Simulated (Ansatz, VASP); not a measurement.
## Nb: VASP beside Ansatz

```
Nb
1.0
    -1.43420    2.48410    0.00000
     0.00000    0.00000    5.24351
     4.30260    2.48410    0.00000
Nb
4
Direct
  0.50000 0.25000 0.16667
  0.00000 0.25000 0.66667
  0.00000 0.75000 0.33333
  0.50000 0.75000 0.83333
```

Alike in both runs: task single point; functional PBE; k mesh 13 × 7 × 8; occupations fermi-dirac, width 0.08 eV; no spin polarisation.

|  | VASP | Ansatz |
| --- | --- | --- |
| version | VASP 6.6.1 | Ansatz 0.2.0 |
| potentials or method | VASP PAW PBE potentials, release 64 (Nb_sv), cutoff 520 eV | all-electron LAPW, scalar-relativistic |

|  | VASP | Ansatz | Ansatz less VASP |
| --- | --- | --- | --- |
| pressure (GPa) | -0.4 | 0.0 | +0.32 |
| traceless stress, the component that is largest in VASP (GPa) | 0.13 | 0.15 | +0.018 |

Ansatz ran all-electron here, and VASP with PAW potentials.
